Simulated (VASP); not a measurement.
# VN2 (I4/mcm) in VASP: notebook

VN2 is run at these levels: PBE; tasks: single point.

All numbers are computed with VASP 6.6.1; they aren't measurements. Logs are shortened: lines on timing, memory, paths and dates and some standing lists are left out, and cuts for length are marked.

### 1 The cell of the first run

It takes space group I4/mcm (No. 140, tetragonal). Conventional cell: a = 4.301 Å, b = 4.301 Å, c = 4.983 Å, α = 90.00°, β = 90.00°, γ = 90.00°. V (site symmetry 422) has 8 N at 2.13 Å and 2 V at 2.49 Å within 2.8 Å. Within 1.9 Å of N (site symmetry m2m) lie 1 N at 1.40 Å.

### 2 Single point, PBE

Contents of INCAR:

```
SYSTEM = VN2
PREC = Accurate
ENCUT = 520
EDIFF = 1E-6
ISMEAR = 0
SIGMA = 0.1
LREAL = .FALSE.
LASPH = .TRUE.
NELM = 80
ALGO = Normal
ISIF = 2
LWAVE = .FALSE.
LCHARG = .TRUE.
GGA = PE
LELF = .TRUE.
LVHAR = .TRUE.
NBANDS = 32
```

Contents of KPOINTS:

```
regular mesh
0
G
  8 8 8
  0 0 0
```

Contents of POSCAR:

```
VN2
1.0
   -2.1507500000      2.1507500000      2.4913500000
    2.1507500000     -2.1507500000      2.4913500000
    2.1507500000      2.1507500000     -2.4913500000
V N
2 4
Direct
    0.2500000000      0.2500000000      0.0000000000
    0.7500000000      0.7500000000      0.0000000000
    0.1151000000      0.6151000000      0.7302000000
    0.6151000000      0.8849000000      0.5000000000
    0.8849000000      0.3849000000      0.2698000000
    0.3849000000      0.1151000000      0.5000000000
```

Potentials or basis: VASP PAW PBE potentials, release 64 (V_sv, N).

Started as:

```
$ cat potpaw_PBE.64/V_sv/POTCAR potpaw_PBE.64/N/POTCAR > POTCAR
$ mpirun -np 1 vasp_std > vasp.out
```

OUTCAR:

```text
SYSTEM = VN2
   PREC = Accurate
   ENCUT = 520
   EDIFF = 1E-6
   ISMEAR = 0
   LREAL = .FALSE.
   LASPH = .TRUE.
   NELM = 80
   ISIF = 2
   GGA = PE

 ion  position               nearest neighbor table
   1  0.250  0.250  0.000-   5 2.13   3 2.13   4 2.13   6 2.13   6 2.13   3 2.13   4 2.13   5 2.13
                             2 2.49   2 2.49
   2  0.750  0.750  0.000-   5 2.13   3 2.13   4 2.13   6 2.13   4 2.13   6 2.13   3 2.13   5 2.13
                             1 2.49   1 2.49
   3  0.115  0.615  0.730-   5 1.40   1 2.13   1 2.13   2 2.13   2 2.13
   4  0.615  0.885  0.500-   6 1.40   2 2.13   1 2.13   2 2.13   1 2.13
   5  0.885  0.385  0.270-   3 1.40   2 2.13   1 2.13   2 2.13   1 2.13
   6  0.385  0.115  0.500-   4 1.40   1 2.13   2 2.13   1 2.13   2 2.13

  LATTYP: Found a body centered tetragonal cell.
 ALAT       =     4.3015000000
 C/A-ratio  =     1.1583633616

  Lattice vectors:

 A1 = (  -2.1507500000,   2.1507500000,   2.4913500000)
 A2 = (   2.1507500000,  -2.1507500000,   2.4913500000)
 A3 = (   2.1507500000,   2.1507500000,  -2.4913500000)

Analysis of symmetry for initial positions (statically):
=====================================================================
 Subroutine PRICEL returns:
 Original cell was already a primitive cell.

 Routine SETGRP: Setting up the symmetry group for a
 body centered tetragonal supercell.

 Subroutine GETGRP returns: Found 16 space group operations
 (whereof  8 operations were pure point group operations)
 out of a pool of 16 trial point group operations.

The static configuration has the point symmetry C_4h.
 The point group associated with its full space group is D_4h.

Analysis of symmetry for dynamics (positions and initial velocities):
=====================================================================
 Subroutine PRICEL returns:
 Original cell was already a primitive cell.

 Routine SETGRP: Setting up the symmetry group for a
 body centered tetragonal supercell.

 Subroutine GETGRP returns: Found 16 space group operations
 (whereof  8 operations were pure point group operations)
 out of a pool of 16 trial point group operations.

The dynamic configuration has the point symmetry C_4h.
 The point group associated with its full space group is D_4h.

 Subroutine INISYM returns: Found 16 space group operations
 (whereof  8 operations are pure point group operations),
 and found     1 'primitive' translations

----------------------------------------------------------------------------------------

                                     Primitive cell

  volume of cell :      46.0972
[... 97 lines left out ...]
   EDIFF  = 0.1E-05   stopping-criterion for ELM
   LREAL  =      F    real-space projection
   EDIFFG = 0.1E-04   stopping-criterion for IOM
   NSW    =      0    number of steps for IOM
   IBRION =     -1    ionic relax: 0-MD 1-quasi-New 2-CG
   NFREE  =      0    steps in history (QN), initial steepest desc. (CG)
   ISIF   =      2    stress and relaxation
   ISYM   =      2    0-nonsym 1-usesym 2-fastsym
   POTIM  = 0.5000    time-step for ionic-motion
   TEBEG  =    0.0;   TEEND  =   0.0 temperature during run
   PSTRESS=    0.0 pullay stress
   NELECT =      46.0000    total number of electrons
   NUPDOWN=      -1.0000    fix difference up-down
   EMIN   =  10.00;   EMAX   =-10.00  energy-range for DOS
   EFERMI =   0.00;   METHOD = LEGACY
   ISMEAR =     0;   SIGMA  =   0.10  broadening in eV -4-tet -1-fermi 0-gaus
   EFERMI_NEDOS =   21; number of points for ismear=-14 and -15
   IALGO  =     38    algorithm
   IMIX   =      4    mixing-type and parameters
     AMIX     =   0.40;   BMIX     =  1.00
     AMIX_MAG =   1.60;   BMIX_MAG =  1.00
  volume/ion in A,a.u.               =       7.68        51.85
  Fermi-wavevector in a.u.,A,eV,Ry     =   1.635947  3.091492 36.413581  2.676323
  Thomas-Fermi vector in A             =   2.727335
   LORBIT       =      0    0 simple, 1 ext, 2 COOP (PROOUT), +10 PAW based schemes
   GGA     = PE    functional components
   LHFCALC =     F    Hartree Fock is set to
   AEXX    =    0.0000 exact exchange contribution
   IVDW    =     0    specifies the selected vdW correction
   LEPSILON=     F    determine dielectric tensor
   LRPA    =     F    only Hartree local field effects (RPA)
 non-spin polarized calculation
 Gauss-broadening in eV      SIGMA  =   0.10
  energy-cutoff  :      520.00
  volume of cell :       46.10
 maximum number of plane-waves:      1268
 NGX is ok and might be reduce to    30
   NGX = 15   NGY = 15   NGZ = 15

 number of electron      46.0000009 magnetization

 Free energy of the ion-electron system (eV)
  ---------------------------------------------------
  ext. energy  EPLUGINS =         0.00000000
  ---------------------------------------------------
  free energy    TOTEN  =       -53.34769933 eV

  energy without entropy =      -53.33497454  energy(sigma->0) =      -53.34133693

 E-fermi :  11.4450     XC(G=0): -13.6655

 val. band max:       11.4184357452   @ k =   0.5000   0.5000   0.3750
 cond. band min:      11.4469046686   @ k =   0.3750   0.1250   0.1250
 fundamental gap:      0.0284689234
 Fermi energy:        11.4450481741

 k-point     1 :       0.0000    0.0000    0.0000
  band No.  band energies     occupation
      1     -54.1698      2.00000
      2     -54.0086      2.00000
      3     -28.2477      2.00000
      4     -28.0252      2.00000
      5     -28.0252      2.00000
      6     -28.0152      2.00000
[... 829 lines left out ...]
     31      14.6857      0.00000
     32      14.6857      0.00000

 [... further k-points ...]
[... 5 lines left out ...]
  --------------------------------------------------------------------------------------
  -------------------------------------------------------------------------------------
  Total       -0.0134771     -0.0134771     -0.2475136      0.0000000     -0.0000000      0.0000000
  in kB       -0.4684176     -0.4684176     -8.6027037      0.0000000     -0.0000000      0.0000000
  external PRESSURE =      -3.1798463 kB  Pullay stress =       0.0000000 kB

 VOLUME and BASIS-vectors are now :
 -----------------------------------------------------------------------------
  energy-cutoff  :      520.00
  volume of cell :       46.10
      direct lattice vectors                 reciprocal lattice vectors
    -2.150750000  2.150750000  2.491350000     0.000000000  0.232477043  0.200694403
     2.150750000 -2.150750000  2.491350000     0.232477043  0.000000000  0.200694403
     2.150750000  2.150750000 -2.491350000     0.232477043  0.232477043  0.000000000

 POSITION                                       TOTAL-FORCE (eV/Angst)
 -----------------------------------------------------------------------------------
      0.00000      0.00000      1.24568         0.000000     -0.000000     -0.000000
      0.00000      0.00000      3.73703         0.000000     -0.000000     -0.000000
      2.64585      0.49510      0.00000        -0.273973     -0.273973      0.000000
      1.65565      0.49510      2.49135         0.273973     -0.273973     -0.000000
     -0.49510      1.65565      2.49135         0.273973      0.273973     -0.000000
      0.49510      1.65565      0.00000        -0.273973      0.273973     -0.000000
 -----------------------------------------------------------------------------------
    total drift:                                0.000000      0.000000     -0.000000

  FREE ENERGIE OF THE ION-ELECTRON SYSTEM (eV)
  ---------------------------------------------------
  free  energy   TOTEN  =       -53.3476993291 eV

  energy  without entropy=      -53.3349745370  energy(sigma->0) =      -53.34133693
```

OSZICAR:

```text
N       E                     dE             d eps       ncg     rms          rms(c)
DAV:   1     0.574883594421E+03    0.57488E+03   -0.26340E+04  3776   0.163E+03
DAV:   2    -0.219591455207E+02   -0.59684E+03   -0.55630E+03  4192   0.514E+02
DAV:   3    -0.647716788667E+02   -0.42813E+02   -0.41640E+02  4232   0.143E+02
DAV:   4    -0.657311553520E+02   -0.95948E+00   -0.95051E+00  4848   0.202E+01
DAV:   5    -0.657470348392E+02   -0.15879E-01   -0.15867E-01  4312   0.243E+00    0.416E+01
DAV:   6    -0.607199640776E+02    0.50271E+01   -0.84922E+01  4552   0.766E+01    0.272E+01
DAV:   7    -0.544208902915E+02    0.62991E+01   -0.38430E+01  4208   0.655E+01    0.174E+01
DAV:   8    -0.533727769525E+02    0.10481E+01   -0.37179E+00  3944   0.173E+01    0.414E+00
DAV:   9    -0.533577044984E+02    0.15072E-01   -0.29290E-01  4752   0.446E+00    0.120E+00
DAV:  10    -0.533474602107E+02    0.10244E-01   -0.47068E-02  3968   0.216E+00    0.516E-01
DAV:  11    -0.533489127468E+02   -0.14525E-02   -0.33812E-03  3848   0.586E-01    0.433E-01
DAV:  12    -0.533478260032E+02    0.10867E-02   -0.36839E-03  4184   0.686E-01    0.111E-01
DAV:  13    -0.533477227275E+02    0.10328E-03   -0.23693E-04  3816   0.139E-01    0.429E-02
DAV:  14    -0.533476995735E+02    0.23154E-04   -0.48430E-05  4440   0.567E-02    0.688E-03
DAV:  15    -0.533476993291E+02    0.24441E-06   -0.45707E-06  3400   0.163E-02
   1 F= -.53347699E+02 E0= -.53341337E+02  d E =-.127248E-01
```

stdout:

```text
POSCAR found type information on POSCAR V N
 POSCAR found :  2 types and       6 ions
 scaLAPACK will be used
 LDA part: xc-table for (Slater+PW92), standard interpolation
 POSCAR, INCAR and KPOINTS ok, starting setup
 FFT: planning ... GRIDC
 FFT: planning ... GRID_SOFT
 FFT: planning ... GRID
 WAVECAR not read
 entering main loop
```

Wall time 46 s (1 thread of Intel Xeon 6975P-C (Granite Rapids), shared host); peak memory 0.2 GiB.

What came out:

```
Free energy            : -53.3477 eV
Pressure               : -0.3 GPa
Largest force          : 0.387 eV/Å
Band gap on the k mesh : zero (band 23 reaches 11.62 eV, above the bottom of band 24 at 11.29 eV)
```

Forces in eV/Å, atoms in the order of the input:
```
V    0.000  0.000  0.000
V    0.000  0.000  0.000
N   -0.274 -0.274  0.000
N    0.274 -0.274  0.000
N    0.274  0.274  0.000
N   -0.274  0.274  0.000
```

Stress tensor (GPa, compression positive):
```
-0.05  0.00  0.00
 0.00 -0.05  0.00
 0.00  0.00 -0.86
```

Levels at points of the mesh, in eV from the Fermi level:
| k point | band 21 | band 22 | band 23 | band 24 | band 25 | band 26 |
| --- | --- | --- | --- | --- | --- | --- |
| (0.00, 0.00, 0.00) | -2.64 | -2.61 | -2.61 | 0.75 | 0.93 | 0.93 |
| (0.50, 0.00, 0.00) | -3.17 | -3.17 | 0.17 | 0.17 | 0.74 | 0.74 |
| (0.50, 0.50, 0.00) | -2.78 | -2.56 | -1.37 | 0.01 | 0.81 | 1.11 |
| (0.50, 0.50, 0.50) | -2.13 | -0.27 | -0.16 | -0.08 | -0.07 | 0.02 |

Caveat: the run has no spin polarisation, though such a crystal can be magnetic.

### 3 Single point, PBE

Contents of INCAR:

```
PREC     = Accurate       # precision mode
ENCUT    = 520            # plane-wave cutoff, eV
EDIFF    = 1E-6           # SCF threshold, eV
ISMEAR   = 0              # smearing method
SIGMA    = 0.1            # smearing width, eV
LREAL    = F              # projectors in reciprocal space
LASPH    = T              # aspherical terms in the spheres
NELM     = 100            # most SCF steps
ALGO     = Normal         # electronic algorithm
ISIF     = 2              # what is computed and relaxed
LWAVE    = F              # write WAVECAR
LCHARG   = F              # write CHGCAR
GGA      = PE             # functional
NBANDS   = 32             # bands
```

Contents of KPOINTS:

```
Automatic mesh
0
Gamma
  8 8 8
  0.5 0.5 0.5
```

POSCAR is that of step 2.

Potentials or basis: VASP PAW PBE potentials, release 64 (V_sv, N).

Started as:

```
$ cat potpaw_PBE.64/V_sv/POTCAR potpaw_PBE.64/N/POTCAR > POTCAR
$ mpirun -np 1 vasp_std > vasp.out
```

Run time: 46 s. Hardware: 1 thread of Intel Xeon 6975P-C (Granite Rapids), shared host; peak memory 0.2 GiB.

It converged, with:

| Item | Value |
| --- | --- |
| Free energy | -53.3466 eV |
| Pressure | -0.3 GPa |
| Largest force | 0.366 eV/Å |
| Band gap on the k mesh | zero (band 23 reaches 11.59 eV, above the bottom of band 24 at 11.35 eV) |

Forces on the atoms (eV/Å):
```
V    0.000  0.000  0.000
V    0.000  0.000  0.000
N   -0.259 -0.259  0.000
N    0.259 -0.259  0.000
N    0.259  0.259  0.000
N   -0.259  0.259  0.000
```

Stress tensor (GPa, compression positive):
```
 0.17  0.00  0.00
 0.00  0.17  0.00
 0.00  0.00 -1.17
```

Levels at points of the mesh, in eV from the Fermi level:
| k point | band 19 | band 20 | band 21 | band 22 | band 23 | band 24 | band 25 | band 26 | band 27 | band 28 |
| --- | --- | --- | --- | --- | --- | --- | --- | --- | --- | --- |
| (0.06, 0.06, 0.06) | -3.72 | -3.01 | -2.76 | -2.47 | -2.33 | 0.63 | 0.89 | 1.03 | 1.07 | 2.08 |

Caveat: the run has no spin polarisation, though such a crystal can be magnetic. With open d or f shells a metallic result of PBE can be an artefact of self-interaction; +U or a hybrid may open a gap.

### 4 Single point, PBE

Contents of INCAR:

```
PREC = Accurate
ENCUT = 520
EDIFF = 1E-6
ISMEAR = 0
SIGMA = 0.1
LREAL = False
LASPH = True
NELM = 60
ALGO = Normal
ISIF = 2
LWAVE = False
LCHARG = True
GGA = PE
LELF = True
LVHAR = True
NBANDS = 32
```

Contents of KPOINTS:

```
regular mesh
0
Gamma
  10 10 10
```

POSCAR is that of step 3.

Started as:

```
$ cat potpaw_PBE.64/V_sv/POTCAR potpaw_PBE.64/N/POTCAR > POTCAR
$ mpirun -np 1 vasp_std > vasp.out
```

Wall time 72 s (1 thread of Intel Xeon 6975P-C (Granite Rapids), shared host); peak memory 0.24 GiB.

Results (log left out):

| Property | Result |
| --- | --- |
| Free energy | -53.3482 eV |
| Pressure | -0.3 GPa |
| Largest force | 0.374 eV/Å |
| Band gap on the k mesh | zero (band 23 reaches 11.64 eV, above the bottom of band 24 at 11.29 eV) |

Forces in eV/Å, atoms in the order of the input:
```
V    0.000  0.000  0.000
V    0.000  0.000  0.000
N   -0.264 -0.264  0.000
N    0.264 -0.264  0.000
N    0.264  0.264  0.000
N   -0.264  0.264  0.000
```

Stress tensor (GPa, compression positive):
```
 0.19  0.00  0.00
 0.00  0.19  0.00
 0.00  0.00 -1.28
```

Levels at points of the mesh, in eV from the Fermi level:
```csv
k point,band 20,band 21,band 22,band 23,band 24,band 25,band 26,band 27
"(0.00, 0.00, 0.00)",-2.90,-2.65,-2.62,-2.62,0.75,0.93,0.93,1.33
"(0.50, 0.00, 0.00)",-3.38,-3.17,-3.17,0.16,0.16,0.74,0.74,1.05
"(0.50, 0.50, 0.00)",-4.61,-2.78,-2.56,-1.38,0.00,0.80,1.10,1.83
"(0.50, 0.50, 0.50)",-2.14,-2.14,-0.28,-0.16,-0.08,-0.08,0.02,1.94
```

Caveat: the run has no spin polarisation, though such a crystal can be magnetic.

### 5 Summary

| k mesh | gap on the mesh (eV) | pressure (GPa) | largest force (eV/Å) |
| --- | --- | --- | --- |
| 8 × 8 × 8 | none | -0.3 | 0.39 |
| 8 × 8 × 8, shifted | none | -0.3 | 0.37 |
| 10 × 10 × 10 | none | -0.3 | 0.37 |

Alike in all rows: task single point; level PBE; potentials or basis VASP PAW PBE potentials, release 64 (V_sv, N); no spin polarisation; cell as given; cutoff (eV) 520; smearing gaussian 0.1 eV.

Every run on the cell as given and a fine mesh finds a metal.

Caveats: the run has no spin polarisation, though such a crystal can be magnetic.

Absolute energies hang on the potentials; compare differences alone.
